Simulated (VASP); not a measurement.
A run of VASP 6.6.1:

INCAR

```
SYSTEM = Sr2MgTe3
PREC = Accurate
ENCUT = 520
EDIFF = 1E-7
ISMEAR = 0
SIGMA = 0.01
LREAL = .False.
LASPH = .True.
NELM = 60
ALGO = Normal
ISIF = 2
LWAVE = .False.
LCHARG = .True.
GGA = PE
LELF = .True.
LVHAR = .True.
NBANDS = 29
```

File KPOINTS:

```
regular mesh
0
Gamma
  6 6 6
  0 0 0
```

Contents of POSCAR:

```
Sr2MgTe3
1.0
   -2.2947243612      2.2947243612      9.5409958074
    2.2947243612     -2.2947243612      9.5409958074
    2.2947243612      2.2947243612     -9.5409958074
Mg Te Sr
1 3 2
Direct
    0.0000000000      0.0000000000      0.0000000000
    0.8428639290      0.8428639290      0.0000000000
    0.1571360710      0.1571360710      0.0000000000
    0.5000000000      0.5000000000      0.0000000000
    0.3337821982      0.3337821982      0.0000000000
    0.6662178018      0.6662178018      0.0000000000
```

Potentials or basis: VASP PAW PBE potentials, release 64 (Mg, Te, Sr_sv).

Run with:

```sh
$ cat potpaw_PBE.64/Mg/POTCAR potpaw_PBE.64/Te/POTCAR potpaw_PBE.64/Sr_sv/POTCAR > POTCAR
$ mpirun -np 1 vasp_std > vasp.out
```

Hardware: 1 thread of Intel(R) Xeon(R) Platinum 8259CL CPU @ 2.50GHz (Skylake/Cascade Lake), with other jobs on the host.

Problem. Estimate the wall time of this run.

Solution. Wall time 23 min on 1 thread of Intel(R) Xeon(R) Platinum 8259CL CPU @ 2.50GHz (Skylake/Cascade Lake), with other jobs on the host, peak memory 1 GiB. Counts: scf iterations 17, k points 30.
